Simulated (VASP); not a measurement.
# Mg (Fm-3m) in VASP: further runs, part 2 of 2

VASP 6.6.1. Earlier steps stand in the parts before.

## 6. Single point, PBE

This run uses another cell than the first one, of 22.61 Å³/atom.

The input, INCAR:

```
SYSTEM = Mg
PREC     = Accurate       ! precision mode
ENCUT    = 600            ! plane-wave cutoff, eV
EDIFF    = 1E-6           ! SCF threshold, eV
ISMEAR   = 0              ! smearing method
SIGMA    = 0.1            ! smearing width, eV
LREAL    = .FALSE.        ! projectors in reciprocal space
LASPH    = .TRUE.         ! aspherical terms in the spheres
NELM     = 120            ! most SCF steps
ALGO     = Normal         ! electronic algorithm
ISIF     = 2              ! what is computed and relaxed
LWAVE    = .FALSE.        ! write WAVECAR
LCHARG   = .FALSE.        ! write CHGCAR
GGA      = PE             ! functional
NBANDS   = 7              ! bands
GGA_COMPAT= .FALSE.
```

The input, KPOINTS:

```
regular mesh
0
G
  14 14 14
  0 0 0
```

The input, POSCAR:

```
Mg
1.0
    0.0000000000      2.2442560000      2.2442560000
    2.2442560000      0.0000000000      2.2442560000
    2.2442560000      2.2442560000      0.0000000000
Mg
1
Direct
    0.0229697503     -0.0657233399      0.0676928122
```

Potentials or basis: VASP PAW PBE potentials, release 64 (Mg).

Started as:

```sh
$ cat potpaw_PBE.64/Mg/POTCAR > POTCAR
$ mpirun -np 1 vasp_std > vasp.out
```

OUTCAR:

```text
SYSTEM = Mg
   PREC = Accurate
   ENCUT = 600
   EDIFF = 1E-6
   ISMEAR = 0
   LREAL = .FALSE.
   LASPH = .TRUE.
   NELM = 120
   ISIF = 2
   GGA = PE

 ion  position               nearest neighbor table
   1  0.023  0.934  0.068-

  LATTYP: Found a face centered cubic cell.
 ALAT       =     4.4885120000

  Lattice vectors:

 A1 = (   0.0000000000,   2.2442560000,   2.2442560000)
 A2 = (   2.2442560000,   0.0000000000,   2.2442560000)
 A3 = (   2.2442560000,   2.2442560000,   0.0000000000)

Analysis of symmetry for initial positions (statically):
=====================================================================
 Subroutine PRICEL returns:
 Original cell was already a primitive cell.

 Routine SETGRP: Setting up the symmetry group for a
 face centered cubic supercell.

 Subroutine GETGRP returns: Found 48 space group operations
 (whereof  1 operations were pure point group operations)
 out of a pool of 48 trial point group operations.

The static configuration has the point symmetry C_1 .
 The point group associated with its full space group is O_h .

Analysis of symmetry for dynamics (positions and initial velocities):
=====================================================================
 Subroutine PRICEL returns:
 Original cell was already a primitive cell.

 Routine SETGRP: Setting up the symmetry group for a
 face centered cubic supercell.

 Subroutine GETGRP returns: Found 48 space group operations
 (whereof  1 operations were pure point group operations)
 out of a pool of 48 trial point group operations.

The dynamic configuration has the point symmetry C_1 .
 The point group associated with its full space group is O_h .

 Subroutine INISYM returns: Found 48 space group operations
 (whereof  1 operations are pure point group operations),
 and found     1 'primitive' translations

----------------------------------------------------------------------------------------

                                     Primitive cell

  volume of cell :      22.6072

  direct lattice vectors                    reciprocal lattice vectors
     0.000000000  2.244256000  2.244256000    -0.222790983  0.222790983  0.222790983
     2.244256000  0.000000000  2.244256000     0.222790983 -0.222790983  0.222790983
     2.244256000  2.244256000  0.000000000     0.222790983  0.222790983 -0.222790983

  length of vectors
     3.173857273  3.173857273  3.173857273     0.385885302  0.385885302  0.385885302

  position of ions in fractional coordinates (direct lattice)
     0.022969750  0.934276660  0.067692812

  ion indices of the primitive-cell ions
   primitive index   ion index
                 1           1

----------------------------------------------------------------------------------------

 KPOINTS: regular mesh

Automatic generation of k-mesh.
 Grid dimensions read from file:
 generate k-points for:   14   14   14

 Generating k-lattice:

  Cartesian coordinates                     Fractional coordinates (reciprocal lattice)
    -0.015913642  0.015913642  0.015913642     0.071428571  0.000000000  0.000000000
     0.015913642 -0.015913642  0.015913642     0.000000000  0.071428571  0.000000000
     0.015913642  0.015913642 -0.015913642     0.000000000  0.000000000  0.071428571

  Length of vectors
     0.027563236  0.027563236  0.027563236

  Shift w.r.t. Gamma in fractional coordinates (k-lattice)
     0.000000000  0.000000000  0.000000000

 Subroutine IBZKPT returns following result:
 ===========================================

 Found    104 irreducible k-points:

 Following reciprocal coordinates:
            Coordinates               Weight
  0.000000  0.000000  0.000000      1.000000
  0.071429  0.000000  0.000000      8.000000
  0.142857  0.000000  0.000000      8.000000
  0.214286  0.000000  0.000000      8.000000
  0.285714  0.000000  0.000000      8.000000
  0.357143  0.000000  0.000000      8.000000
[... 16 lines left out ...]
  0.214286  0.142857  0.000000     24.000000
  0.285714  0.142857  0.000000     24.000000
 [... further k-points ...]
   k-points           NKPTS =    104   k-points in BZ     NKDIM =    104   number of bands    NBANDS=      7
   number of dos      NEDOS =    301   number of ions     NIONS =      1
   total plane-waves  NPLWV =  21952
   dimension x,y,z NGX =    28 NGY =   28 NGZ =   28
   dimension x,y,z NGXF=    56 NGYF=   56 NGZF=   56
   ions per type =               1
   NGX,Y,Z   is equivalent  to a cutoff of  14.67, 14.67, 14.67 a.u.
   NGXF,Y,Z  is equivalent  to a cutoff of  29.33, 29.33, 29.33 a.u.
 SYSTEM =  Mg
   PREC   = accura    normal or accurate (medium, high low for compatibility)
   ISTART =      0    job   : 0-new  1-cont  2-samecut
   ICHARG =      2    charge: 1-file 2-atom 10-const
   ISPIN  =      1    spin polarized calculation?
   LNONCOLLINEAR =      F non collinear calculations
   LSORBIT =      F    spin-orbit coupling
   LASPH  =      T    aspherical Exc in radial PAW
   ENCUT  =  600.0 eV  44.10 Ry    6.64 a.u.   6.34  6.34  6.34*2*pi/ulx,y,z
   NELM   =    120;   NELMIN=  2; NELMDL= -5     # of ELM steps
   EDIFF  = 0.1E-05   stopping-criterion for ELM
   LREAL  =      F    real-space projection
   EDIFFG = 0.1E-04   stopping-criterion for IOM
   NSW    =      0    number of steps for IOM
   IBRION =     -1    ionic relax: 0-MD 1-quasi-New 2-CG
   NFREE  =      0    steps in history (QN), initial steepest desc. (CG)
   ISIF   =      2    stress and relaxation
   ISYM   =      2    0-nonsym 1-usesym 2-fastsym
   POTIM  = 0.5000    time-step for ionic-motion
   TEBEG  =    0.0;   TEEND  =   0.0 temperature during run
   PSTRESS=    0.0 pullay stress
   NELECT =       2.0000    total number of electrons
   NUPDOWN=      -1.0000    fix difference up-down
   EMIN   =  10.00;   EMAX   =-10.00  energy-range for DOS
   EFERMI =   0.00;   METHOD = LEGACY
   ISMEAR =     0;   SIGMA  =   0.10  broadening in eV -4-tet -1-fermi 0-gaus
   EFERMI_NEDOS =   21; number of points for ismear=-14 and -15
   IALGO  =     38    algorithm
   IMIX   =      4    mixing-type and parameters
     AMIX     =   0.40;   BMIX     =  1.00
     AMIX_MAG =   1.60;   BMIX_MAG =  1.00
  volume/ion in A,a.u.               =      22.61       152.56
  Fermi-wavevector in a.u.,A,eV,Ry     =   0.729462  1.378483  7.239854  0.532114
  Thomas-Fermi vector in A             =   1.821189
   LORBIT       =      0    0 simple, 1 ext, 2 COOP (PROOUT), +10 PAW based schemes
   GGA     = PE    functional components
   LHFCALC =     F    Hartree Fock is set to
   AEXX    =    0.0000 exact exchange contribution
   IVDW    =     0    specifies the selected vdW correction
   LEPSILON=     F    determine dielectric tensor
   LRPA    =     F    only Hartree local field effects (RPA)
 non-spin polarized calculation
 Gauss-broadening in eV      SIGMA  =   0.10
  energy-cutoff  :      600.00
  volume of cell :       22.61
 maximum number of plane-waves:       769
 NGX is ok and might be reduce to    28
   NGX = 13   NGY = 13   NGZ = 13

 number of electron       2.0000000 magnetization

 Free energy of the ion-electron system (eV)
  ---------------------------------------------------
  ext. energy  EPLUGINS =         0.00000000
  ---------------------------------------------------
  free energy    TOTEN  =        -1.49776006 eV

  energy without entropy =       -1.49649290  energy(sigma->0) =       -1.49712648

 E-fermi :   2.6951     XC(G=0):  -8.5388

 val. band max:        2.6606530616   @ k =   0.5000   0.1429   0.0000
 cond. band min:       2.7515973503   @ k =  -0.4286   0.4286   0.0000
 fundamental gap:      0.0909442887
 Fermi energy:         2.6950807760

 k-point     1 :       0.0000    0.0000    0.0000
  band No.  band energies     occupation
      1      -4.2846      2.00000
      2      15.1573      0.00000
      3      15.1573      0.00000
      4      15.1573      0.00000
      5      17.1711      0.00000
      6      17.1711      0.00000
      7      17.1711      0.00000
[... 221 lines left out ...]
 k-point    24 :       0.2857    0.1429    0.0000
  band No.  band energies     occupation
      1      -2.6170      2.00000
      2       8.3711      0.00000
      3      12.0116      0.00000
      4      12.6866      0.00000
      5      13.7527      0.00000
      6      16.9534      0.00000
      7      20.1741      0.00000

 [... further k-points ...]

------------------------ aborting loop because EDIFF is reached ----------------------------------------

  FORCE on cell =-STRESS in cart. coord.  units (eV):
  Direction    XX          YY          ZZ          XY          YZ          ZX
  --------------------------------------------------------------------------------------
  -------------------------------------------------------------------------------------
  Total        0.1118309      0.1118309      0.1118309      0.0000000     -0.0000000      0.0000000
  in kB        7.9254764      7.9254764      7.9254764      0.0000000     -0.0000000      0.0000000
  external PRESSURE =       7.9254764 kB  Pullay stress =       0.0000000 kB

 VOLUME and BASIS-vectors are now :
 -----------------------------------------------------------------------------
  energy-cutoff  :      600.00
  volume of cell :       22.61
      direct lattice vectors                 reciprocal lattice vectors
     0.000000000  2.244256000  2.244256000    -0.222790983  0.222790983  0.222790983
     2.244256000  0.000000000  2.244256000     0.222790983 -0.222790983  0.222790983
     2.244256000  2.244256000  0.000000000     0.222790983  0.222790983 -0.222790983

 POSITION                                       TOTAL-FORCE (eV/Angst)
 -----------------------------------------------------------------------------------
      2.24868      0.20347      2.14831         0.000000      0.000000      0.000000
 -----------------------------------------------------------------------------------
    total drift:                                0.000000      0.000000     -0.000000

  FREE ENERGIE OF THE ION-ELECTRON SYSTEM (eV)
  ---------------------------------------------------
  free  energy   TOTEN  =        -1.4977600566 eV

  energy  without entropy=       -1.4964928966  energy(sigma->0) =       -1.49712648
```

Run time: 17 s. Hardware: 1 thread of Intel Xeon 8259CL, shared host; peak memory 0.17 GiB.

Results:

| Property | Result |
| --- | --- |
| Free energy | -1.4978 eV |
| Pressure | 0.8 GPa |
| Band gap on the k mesh | zero (bands 1 and 2 overlap by 2.29 eV) |

Levels at points of the mesh, in eV from the Fermi level:
| k point | band 1 | band 2 | band 3 | band 4 | band 5 |
| --- | --- | --- | --- | --- | --- |
| (0.00, 0.00, 0.00) | -6.98 | 12.46 | 12.46 | 12.46 | 14.48 |
| (0.50, 0.00, 0.00) | -1.72 | -1.28 | 11.36 | 11.36 | 12.25 |
| (0.50, 0.50, 0.00) | -0.22 | 0.82 | 6.13 | 7.03 | 7.03 |

## 7. Summary

| cell | k mesh | cutoff (eV) | smearing | gap on the mesh (eV) | pressure (GPa) |
| --- | --- | --- | --- | --- | --- |
| a = 3.152 Å, angles 60.0°, 1 atom, atomic positions A | 16 × 16 × 16 | 600 | gaussian 0.1 eV | none | 1.5 |
| a = 4.522 Å, 4 atoms, atomic positions B | 8 × 8 × 8 | 520 | gaussian 0.15 eV | none | -0.2 |
| a = 3.174 Å, angles 60.0°, 1 atom, atomic positions A | 14 × 14 × 14 | 600 | gaussian 0.1 eV | none | 0.8 |

Alike in all rows: task single point; level PBE; potentials or basis VASP PAW PBE potentials, release 64 (Mg); no spin polarisation.

Total energies depend on the potentials used, so only differences within one code and one set of settings carry meaning.
